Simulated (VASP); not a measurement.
Si4O7 (a cell with a defect), 11 atoms in the cell. The cell holds a defect, 11 atoms: a = 5.080 Å, b = 5.080 Å, c = 7.091 Å, α = 90.00°, β = 90.00°, γ = 90.00°.  This cell differs from its parent crystal: atom 9 moved 0.625 of the way to it and +0.225 Å across, host rigid.

| Quantity | Value |
| --- | --- |
| Program | VASP 6.6.1 |
| Task | single point |
| Functional | PBE |
| Potentials or basis | VASP PAW PBE potentials, release 64 (Si, O) |
| Cutoff | 520 eV |
| k mesh | 4 × 4 × 4 |
| Occupations | gaussian, width 0.05 eV |
| Spin | no spin polarisation |
| Dipole correction | no |
| Further INCAR settings | ALGO = Normal; EDIFF = 1e-06; NBANDS = 40 |

Potentials or basis: VASP PAW PBE potentials, release 64 (Si, O).

Command:

```bash
$ cat potpaw_PBE.64/Si/POTCAR potpaw_PBE.64/O/POTCAR > POTCAR
$ mpirun -np 1 vasp_std > vasp.out
```

Hardware: 1 thread of Intel(R) Xeon(R) 6975P-C (Granite Rapids) (shared host).

Q: How long does it take, and how much memory?

A: Wall time 2.1 min on 1 thread of Intel(R) Xeon(R) 6975P-C (Granite Rapids), with other jobs on the host, peak memory 0.37 GiB. Counts: scf iterations 16, k points 36.
